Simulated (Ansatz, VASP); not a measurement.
**One calculation of C, two programs**

INCAR

```
PREC = Accurate ; ENCUT = 910
EDIFF = 1E-6 ; ISMEAR = 0
SIGMA = 0.01 ; LREAL = F
LASPH = T ; NELM = 120
ALGO = Normal ; ISIF = 2
LWAVE = F ; LCHARG = F
GGA = PS ; NBANDS = 16
GGA_COMPAT = F
```

File KPOINTS:

```
regular mesh
0
Gamma
  9 9 6
```

File POSCAR:

```
C
1.0
    2.4991218368      0.0000000000      0.0000000000
   -1.2495609184      2.1643029978      0.0000000000
    0.0000000000      0.0000000000      4.1189829197
C
4
Direct
    0.3333333333      0.6666666667     -0.0002610710
    0.6666666667      0.3333333333      0.4997389290
    0.3333333333      0.6666666667      0.3742610710
    0.6666666667      0.3333333333      0.8742610710
```

Input for Ansatz:

```yaml
crystal:
  lattice:
    - [2.4991218366, 0.0, 0.0]
    - [-1.2495609183, 2.1643029977, 0.0]
    - [0.0, 0.0, 4.1189829196]
  atoms:
    - { symbol: C, position: [0.3333333333, 0.6666666667, -0.0002610708] }
    - { symbol: C, position: [0.6666666667, 0.3333333333, 0.4997389292] }
    - { symbol: C, position: [0.3333333333, 0.6666666667, 0.3742610708] }
    - { symbol: C, position: [0.6666666667, 0.3333333333, 0.8742610708] }
basis:
  ecutwfc: 600.0
kpoints:
  mp_grid: { grid: [9, 9, 6] }
  band_path:
    path:
      - [0.0, 0.0, 0.0]
      - [0.0, 0.0, 0.0]
      - [0.5, 0.0, 0.0]
      - [0.5, 0.0, 0.0]
      - [0.3333333333, 0.3333333333, 0.0]
      - [0.0, 0.0, 0.5]
      - [0.0047729711, -0.0023864856, 0.0]
      - [-0.0047729711, 0.0023864856, 0.0]
      - [0.0, 0.0, 0.0078666779]
      - [0.0, 0.0, -0.0078666779]
      - [0.0047729711, -0.0023864856, 0.0]
      - [-0.0047729711, 0.0023864856, 0.0]
      - [0.0, 0.0, 0.0078666779]
      - [0.0, 0.0, -0.0078666779]
    npoints: 1
hamiltonian:
  xc: pbesol
  pseudopotentials: { kind: paw, azcp: { folder: soft_1 } }
scf:
  occupations: { method: fixed }
  n_extra_bands: 6
output:
  forces: true
  stress: true
  eigenvalues: true
```

Alike in both runs: task single point; functional PBEsol; k mesh 9 × 9 × 6; no spin polarisation.

|  | VASP | Ansatz |
| --- | --- | --- |
| version | VASP 6.6.1 | Ansatz 0.2.0 |
| potentials or method | VASP PAW PBE potentials, release 64 (C_h), cutoff 910 eV | scalar-relativistic, plane waves, PAW |
| occupations | gaussian, width 0.01 eV | fixed |
| valence electrons in the cell | 16 | 16 |

VASP gave:

- gap on the k mesh at the Fermi level (eV): 3.03
- least direct gap on the mesh (eV): 4.82

**Question.** What did Ansatz give for the same quantities?

**Answer.** gap on the k mesh at the Fermi level (eV): 3.05; least direct gap on the mesh (eV): 4.82.

VASP's potentials were made for PBE, not for PBEsol, and Ansatz warns of the same on its side.

Noted on VASP's run: the cutoff is short for stress, so the pressure is rough.
